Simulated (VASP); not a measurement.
# Nb (P6_3/mmc) in VASP: a series of runs

Runs on Nb. Level: PBEsol. Tasks: relaxation of shape and atoms at fixed volume.

All numbers are computed with VASP 6.6.1; they aren't measurements. Logs are shortened: lines on timing, memory, paths and dates and some standing lists are left out, and cuts for length are marked.

### 1 The cell of the first run

It takes space group P6_3/mmc (No. 194, hexagonal). Conventional cell: a = 2.279 Å, b = 2.279 Å, c = 4.169 Å, α = 90.00°, β = 90.00°, γ = 120.00°. Within 3.0 Å of Nb (site symmetry -6m2) lie 12 Nb at 2.28 to 2.47 Å.

### 2 Relaxation of shape and atoms at fixed volume, PBEsol

File INCAR:

```
  ALGO = Normal
  EDIFF = 1E-6
  EDIFFG = -0.005
  ENCUT = 600
  GGA = PS
  IBRION = 2
  ISIF = 4
  ISMEAR = -1
  LASPH = T
  LCHARG = F
  LREAL = F
  LWAVE = F
  NELM = 80
  NSW = 50
  PREC = Accurate
  SIGMA = 0.05
```

File KPOINTS:

```
k-points
0
Gamma
  17 17 9
```

File POSCAR:

```
Nb
1.0
    2.2785904920      0.0000000000      0.0000000000
   -1.1392952460      1.9733172509      0.0000000000
    0.0000000000      0.0000000000      4.1692625453
Nb
2
Direct
    0.3333333333      0.6666666667      0.2500000000
    0.6666666667      0.3333333333      0.7500000000
```

Potentials or basis: VASP PAW PBE potentials, release 64 (Nb_sv).

Started as:

```console
> cat potpaw_PBE.64/Nb_sv/POTCAR > POTCAR
> mpirun -np 1 vasp_std > vasp.out
```

OUTCAR:

```text
EDIFF = 1E-6
   EDIFFG = -0.005
   ENCUT = 600
   GGA = PS
   IBRION = 2
   ISIF = 4
   ISMEAR = -1
   LASPH = T
   LREAL = F
   NELM = 80
   NSW = 50
   PREC = Accurate

 ion  position               nearest neighbor table
   1  0.333  0.667  0.250-   2 2.47   2 2.47   2 2.47   2 2.47   2 2.47   2 2.47
   2  0.667  0.333  0.750-   1 2.47   1 2.47   1 2.47   1 2.47   1 2.47   1 2.47

  LATTYP: Found a hexagonal cell.
 ALAT       =     2.2785904920
 C/A-ratio  =     1.8297550876

  Lattice vectors:

 A1 = (   2.2785904920,   0.0000000000,   0.0000000000)
 A2 = (  -1.1392952460,   1.9733172509,   0.0000000000)
 A3 = (   0.0000000000,   0.0000000000,   4.1692625453)

Analysis of symmetry for initial positions (statically):
=====================================================================
 Subroutine PRICEL returns:
 Original cell was already a primitive cell.

 Routine SETGRP: Setting up the symmetry group for a
 hexagonal supercell.

 Subroutine GETGRP returns: Found 24 space group operations
 (whereof 12 operations were pure point group operations)
 out of a pool of 24 trial point group operations.

The static configuration has the point symmetry D_3d.
 The point group associated with its full space group is D_6h.

Analysis of symmetry for dynamics (positions and initial velocities):
=====================================================================
 Subroutine PRICEL returns:
 Original cell was already a primitive cell.

 Routine SETGRP: Setting up the symmetry group for a
 hexagonal supercell.

 Subroutine GETGRP returns: Found 24 space group operations
 (whereof 12 operations were pure point group operations)
 out of a pool of 24 trial point group operations.

The dynamic configuration has the point symmetry D_3d.
 The point group associated with its full space group is D_6h.

 Subroutine INISYM returns: Found 24 space group operations
 (whereof 12 operations are pure point group operations),
 and found     1 'primitive' translations

----------------------------------------------------------------------------------------

                                     Primitive cell

  volume of cell :      18.7466

  direct lattice vectors                    reciprocal lattice vectors
     2.278590492  0.000000000  0.000000000     0.438867802  0.253380443  0.000000000
    -1.139295246  1.973317251  0.000000000     0.000000000  0.506760887  0.000000000
     0.000000000  0.000000000  4.169262545     0.000000000  0.000000000  0.239850570

  length of vectors
     2.278590492  2.278590492  4.169262545     0.506760887  0.506760887  0.239850570

  position of ions in fractional coordinates (direct lattice)
     0.333333333  0.666666667  0.250000000
     0.666666667  0.333333333  0.750000000

  ion indices of the primitive-cell ions
   primitive index   ion index
                 1           1
                 2           2

----------------------------------------------------------------------------------------

 KPOINTS: k-points

Automatic generation of k-mesh.
 Grid dimensions read from file:
 generate k-points for:   17   17    9

 Generating k-lattice:

  Cartesian coordinates                     Fractional coordinates (reciprocal lattice)
     0.025815753  0.014904732  0.000000000     0.058823529  0.000000000  0.000000000
     0.000000000  0.029809464  0.000000000     0.000000000  0.058823529  0.000000000
     0.000000000  0.000000000  0.026650063     0.000000000  0.000000000  0.111111111

  Length of vectors
     0.029809464  0.029809464  0.026650063

  Shift w.r.t. Gamma in fractional coordinates (k-lattice)
     0.000000000  0.000000000  0.000000000

 Subroutine IBZKPT returns following result:
 ===========================================

 Found    165 irreducible k-points:

 Following reciprocal coordinates:
            Coordinates               Weight
  0.000000  0.000000  0.000000      1.000000
  0.058824  0.000000  0.000000      6.000000
  0.117647  0.000000  0.000000      6.000000
  0.176471  0.000000  0.000000      6.000000
  0.235294  0.000000  0.000000      6.000000
  0.294118  0.000000  0.000000      6.000000
[... 16 lines left out ...]
  0.411765  0.117647  0.000000     12.000000
  0.176471  0.176471  0.000000      6.000000
 [... further k-points ...]
   k-points           NKPTS =    165   k-points in BZ     NKDIM =    165   number of bands    NBANDS=     17
   number of dos      NEDOS =    301   number of ions     NIONS =      2
   total plane-waves  NPLWV =  11664
   dimension x,y,z NGX =    18 NGY =   18 NGZ =   36
   dimension x,y,z NGXF=    36 NGYF=   36 NGZF=   72
   ions per type =               2
   NGX,Y,Z   is equivalent  to a cutoff of  13.13, 13.13, 14.35 a.u.
   NGXF,Y,Z  is equivalent  to a cutoff of  26.27, 26.27, 28.71 a.u.
 SYSTEM =  unknown system
   PREC   = accura    normal or accurate (medium, high low for compatibility)
   ISTART =      0    job   : 0-new  1-cont  2-samecut
   ICHARG =      2    charge: 1-file 2-atom 10-const
   ISPIN  =      1    spin polarized calculation?
   LNONCOLLINEAR =      F non collinear calculations
   LSORBIT =      F    spin-orbit coupling
   LASPH  =      T    aspherical Exc in radial PAW
   ENCUT  =  600.0 eV  44.10 Ry    6.64 a.u.   4.55  4.55  8.33*2*pi/ulx,y,z
   NELM   =     80;   NELMIN=  2; NELMDL= -5     # of ELM steps
   EDIFF  = 0.1E-05   stopping-criterion for ELM
   LREAL  =      F    real-space projection
   EDIFFG = -.5E-02   stopping-criterion for IOM
   NSW    =     50    number of steps for IOM
   IBRION =      2    ionic relax: 0-MD 1-quasi-New 2-CG
   NFREE  =      1    steps in history (QN), initial steepest desc. (CG)
   ISIF   =      4    stress and relaxation
   ISYM   =      2    0-nonsym 1-usesym 2-fastsym
   POTIM  = 0.5000    time-step for ionic-motion
   TEBEG  =    0.0;   TEEND  =   0.0 temperature during run
   PSTRESS=    0.0 pullay stress
   NELECT =      26.0000    total number of electrons
   NUPDOWN=      -1.0000    fix difference up-down
   EMIN   =  10.00;   EMAX   =-10.00  energy-range for DOS
   EFERMI =   0.00;   METHOD = LEGACY
   ISMEAR =    -1;   SIGMA  =   0.05  broadening in eV -4-tet -1-fermi 0-gaus
   EFERMI_NEDOS =   21; number of points for ismear=-14 and -15
   IALGO  =     38    algorithm
   IMIX   =      4    mixing-type and parameters
     AMIX     =   0.40;   BMIX     =  1.00
     AMIX_MAG =   1.60;   BMIX_MAG =  1.00
  volume/ion in A,a.u.               =       9.37        63.25
  Fermi-wavevector in a.u.,A,eV,Ry     =   1.825682  3.450039 45.349780  3.333115
  Thomas-Fermi vector in A             =   2.881154
   LORBIT       =      0    0 simple, 1 ext, 2 COOP (PROOUT), +10 PAW based schemes
   GGA     = PS    functional components
   LHFCALC =     F    Hartree Fock is set to
   AEXX    =    0.0000 exact exchange contribution
   IVDW    =     0    specifies the selected vdW correction
   LEPSILON=     F    determine dielectric tensor
   LRPA    =     F    only Hartree local field effects (RPA)
 conjugate gradient relaxation of ions
 non-spin polarized calculation
  energy-cutoff  :      600.00
  volume of cell :       18.75
 maximum number of plane-waves:       652
   NGX =  9   NGY =  9   NGZ = 17

--------------------------------------- Ionic step        1  -------------------------------------------

 number of electron      25.9999999 magnetization

 Free energy of the ion-electron system (eV)
  ---------------------------------------------------
  ext. energy  EPLUGINS =         0.00000000
  ---------------------------------------------------
  free energy    TOTEN  =        -9.33342439 eV

  energy without entropy =       -9.32348040  energy(sigma->0) =       -9.32845240

------------------------ aborting loop because EDIFF is reached ----------------------------------------

  FORCE on cell =-STRESS in cart. coord.  units (eV):
  Direction    XX          YY          ZZ          XY          YZ          ZX
  --------------------------------------------------------------------------------------
  -------------------------------------------------------------------------------------
  Total       45.6602253     45.6602253     39.0295541     -0.0000000      0.0000000      0.0000000
  in kB     3902.3497878   3902.3497879   3335.6596710     -0.0000000      0.0000000      0.0000000
  external PRESSURE =    3713.4530822 kB  Pullay stress =       0.0000000 kB
[... 89 lines left out ...]
  FREE ENERGIE OF THE ION-ELECTRON SYSTEM (eV)
  ---------------------------------------------------
  free  energy   TOTEN  =        -9.4744733606 eV

  energy  without entropy=       -9.4651713596  energy(sigma->0) =       -9.46982236

[... ionic steps 4 to 16 ...]

--------------------------------------- Ionic step       17  -------------------------------------------

 number of electron      26.0000003 magnetization

------------------------ aborting loop because EDIFF is reached ----------------------------------------

  FORCE on cell =-STRESS in cart. coord.  units (eV):
  Direction    XX          YY          ZZ          XY          YZ          ZX
  --------------------------------------------------------------------------------------
  -------------------------------------------------------------------------------------
  Total       42.7337956     42.7337956     42.6816153      0.0000000      0.0000000      0.0000000
  in kB     3652.2425581   3652.2425585   3647.7829753      0.0000000      0.0000000      0.0000000
  external PRESSURE =    3650.7560306 kB  Pullay stress =       0.0000000 kB
[... 57 lines left out ...]
  energy  without entropy=       -9.4659637296  energy(sigma->0) =       -9.47038914

--------------------------------------- Ionic step       19  -------------------------------------------

 number of electron      26.0000003 magnetization

 Free energy of the ion-electron system (eV)
  ---------------------------------------------------
  ext. energy  EPLUGINS =         0.00000000
  ---------------------------------------------------
  free energy    TOTEN  =        -9.47481653 eV

  energy without entropy =       -9.46594342  energy(sigma->0) =       -9.47037997

 E-fermi :  23.8376     XC(G=0): -16.4135

 val. band max:       23.8095119963   @ k =   0.2941   0.2353   0.0000
 cond. band min:      23.8435377372   @ k =   0.3529   0.1176   0.4444
 fundamental gap:      0.0340257409
 Fermi energy:        23.8375919563

 k-point     1 :       0.0000    0.0000    0.0000
  band No.  band energies     occupation
      1     -32.9636      2.00000
      2     -30.9927      2.00000
      3     -11.6413      2.00000
      4      -4.4913      2.00000
      5      -4.4913      2.00000
      6      -4.3346      2.00000
[... 9 lines left out ...]
     16      26.7784      0.00000
     17      26.7784      0.00000
[... 443 lines left out ...]
      1     -31.5329      2.00000
      2     -30.1451      2.00000
      3      -9.8196      2.00000
      4      -8.6774      2.00000
      5      -8.4884      2.00000
      6      -6.1079      2.00000
[... 9 lines left out ...]
     16      26.1590      0.00000
     17      30.0432      0.00000

 [... further k-points ...]

------------------------ aborting loop because EDIFF is reached ----------------------------------------

  FORCE on cell =-STRESS in cart. coord.  units (eV):
  Direction    XX          YY          ZZ          XY          YZ          ZX
  --------------------------------------------------------------------------------------
  -------------------------------------------------------------------------------------
  Total       42.7146298     42.7146298     42.7141550      0.0000000      0.0000000      0.0000000
  in kB     3650.6045586   3650.6045592   3650.5639813      0.0000000      0.0000000      0.0000000
  external PRESSURE =    3650.5910330 kB  Pullay stress =       0.0000000 kB
[... 17 lines left out ...]
  FREE ENERGIE OF THE ION-ELECTRON SYSTEM (eV)
  ---------------------------------------------------
  free  energy   TOTEN  =        -9.4748165268 eV

  energy  without entropy=       -9.4659434152  energy(sigma->0) =       -9.47037997

 reached required accuracy - stopping structural energy minimisation
```

It took 4.1 min on 1 thread of Intel Xeon Platinum 8488C (Sapphire Rapids), shared host; peak memory 0.18 GiB.

What came out:

```yaml
Free_energy: -9.4748 eV
Energy_gained_by_relaxing: 70.7 meV/atom
Ionic_steps: 19
Pressure_after_relaxing: 365.1 GPa
Band_gap_on_the_k_mesh: zero (band 13 reaches 25.99 eV, above the bottom of band 14 at 22.69 eV)
```

Step by step:
| step | energy change (eV) | largest force (eV/Å) | pressure (GPa) | volume (Å³) |
| --- | --- | --- | --- | --- |
| 1 | 0.0000 | 0.0000 | 371.35 | 18.75 |
| 2 | -0.0277 | 0.0000 | 359.37 | 18.75 |
| 3 | -0.1410 | 0.0000 | 364.85 | 18.75 |
| 4 | -0.1414 | 0.0000 | 365.02 | 18.75 |
| 5 | -0.1414 | 0.0000 | 365.08 | 18.75 |
| 6 | -0.1414 | 0.0000 | 365.09 | 18.75 |
| 7 | -0.1414 | 0.0000 | 365.08 | 18.75 |
| 8 | -0.1414 | 0.0000 | 365.09 | 18.75 |
| 9 | -0.1414 | 0.0000 | 365.09 | 18.75 |
| 10 | -0.1414 | 0.0000 | 365.09 | 18.75 |
| 11 | -0.1414 | 0.0000 | 365.09 | 18.75 |
| 12 | -0.1414 | 0.0000 | 365.09 | 18.75 |
| 13 | -0.1414 | 0.0000 | 365.09 | 18.75 |
| 14 | -0.1414 | 0.0000 | 365.08 | 18.75 |
| 15 | -0.1414 | 0.0000 | 365.08 | 18.75 |
| 16 | -0.1414 | 0.0000 | 365.08 | 18.75 |
| 17 | -0.1414 | 0.0000 | 365.08 | 18.75 |
| 18 | -0.1414 | 0.0000 | 365.08 | 18.75 |
| 19 | -0.1414 | 0.0000 | 365.06 | 18.75 |

Final structure:
```
Nb
1.0
     2.32758    0.00000    0.00000
    -1.16379    2.01574    0.00000
     0.00000    0.00000    3.99560
Nb
2
Direct
  0.33333 0.66667 0.25000
  0.66667 0.33333 0.75000
```

Caveat: the PAW data sets were made with another functional, which shifts forces and pressure a little.

### 3 Relaxation of shape and atoms at fixed volume, PBEsol

This run uses another cell than the first one, of 10.82 Å³/atom, 1.154 times its volume.

File INCAR:

```
  PREC = Accurate
  ENCUT = 600
  EDIFF = 1E-6
  ISMEAR = -1
  SIGMA = 0.05
  LREAL = F
  LASPH = T
  NELM = 80
  ALGO = Normal
  ISIF = 4
  LWAVE = F
  LCHARG = F
  GGA = PS
  IBRION = 2
  NSW = 50
  EDIFFG = -0.005
```

File KPOINTS:

```
regular mesh
0
Gamma
  17 17 9
```

File POSCAR:

```
Nb
1.0
    2.3899138703      0.0000000000      0.0000000000
   -1.1949569352      2.0697261245      0.0000000000
    0.0000000000      0.0000000000      4.3729570630
Nb
2
Direct
    0.3333333333      0.6666666667      0.2500000000
    0.6666666667      0.3333333333      0.7500000000
```

Potentials or basis: VASP PAW PBE potentials, release 64 (Nb_sv).

Started as:

```console
> cat potpaw_PBE.64/Nb_sv/POTCAR > POTCAR
> mpirun -np 1 vasp_std > vasp.out
```

Wall time 2.1 min (1 thread of Intel Xeon Platinum 8488C (Sapphire Rapids), shared host); peak memory 0.18 GiB.

Results (log left out):

```
Free energy               : -14.6214 eV
Energy gained by relaxing : 26.5 meV/atom
Ionic steps               : 4
Pressure after relaxing   : 219.8 GPa
Band gap on the k mesh    : zero (band 13 reaches 22.82 eV, above the bottom of band 14 at 19.64 eV)
```

Stress tensor (GPa, compression positive):
```
219.82   0.00   0.00
  0.00 219.82   0.00
  0.00   0.00 219.74
```

The path:
```csv
step,energy change (eV),largest force (eV/Å),pressure (GPa),volume (Å³)
1,0.0000,0.0000,223.43,21.63
2,-0.0313,0.0000,218.86,21.63
3,-0.0529,0.0000,219.82,21.63
4,-0.0529,0.0000,219.79,21.63
```

Final structure:
```
Nb
1.0
     2.42716    0.00000    0.00000
    -1.21358    2.10198    0.00000
     0.00000    0.00000    4.23977
Nb
2
Direct
  0.33333 0.66667 0.25000
  0.66667 0.33333 0.75000
```

Levels at points of the mesh, in eV from the Fermi level:
```
           k point  band 9  band 10  band 11  band 12  band 13  band 14  band 15  band 16  band 17
(0.00, 0.00, 0.00)   -6.18    -5.97    -2.19    -0.70    -0.70     0.44     0.44     3.11     3.11
```

Caveat: the PAW data sets were made with another functional, which shifts forces and pressure a little.
